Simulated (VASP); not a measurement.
BaTiO3:

```
Ba Ti O
1.0
     2.82737    1.63238    2.31839
    -2.82737    1.63238    2.31839
     0.00000   -3.26476    2.31839
Ba Ti O
1 1 3
Direct
  0.00000 0.00000 0.00000
  0.48450 0.48450 0.48450
  0.50860 0.50860 0.01750
  0.01750 0.50860 0.50860
  0.50860 0.01750 0.50860
```

Base run:

```yaml
Program: VASP 6.6.1
Functional: PBEsol
Potentials_or_basis: VASP PAW PBE potentials, release 64 (Ba_sv, Ti_sv, O)
Cutoff: 600 eV
k_mesh: 4 × 4 × 4, shifted
Occupations: gaussian, width 0.01 eV
Spin: no spin polarisation
```

Its results: band gap on the k mesh 2.74 eV (least direct gap 3.04 eV); pressure 0.5 GPa; largest force 0.202 eV/Å.

Task: The run is repeated on the same cell with these changes: functional from PBEsol to revPBE. What comes out?

Result: Band gap on the k mesh 2.80 eV (least direct gap 3.09 eV); pressure 9.8 GPa; largest force 0.264 eV/Å.

revPBE binds less tightly than PBEsol, so the same cell stands under more pressure.

Caveats: the PAW data sets were made with another functional, which shifts forces and pressure a little; spin-orbit coupling is left out, which moves the levels of the heavy elements; a shifted mesh leaves out Γ, where band edges can lie; the cell stands under pressure (at least some runs).

A k mesh can miss the band edges.
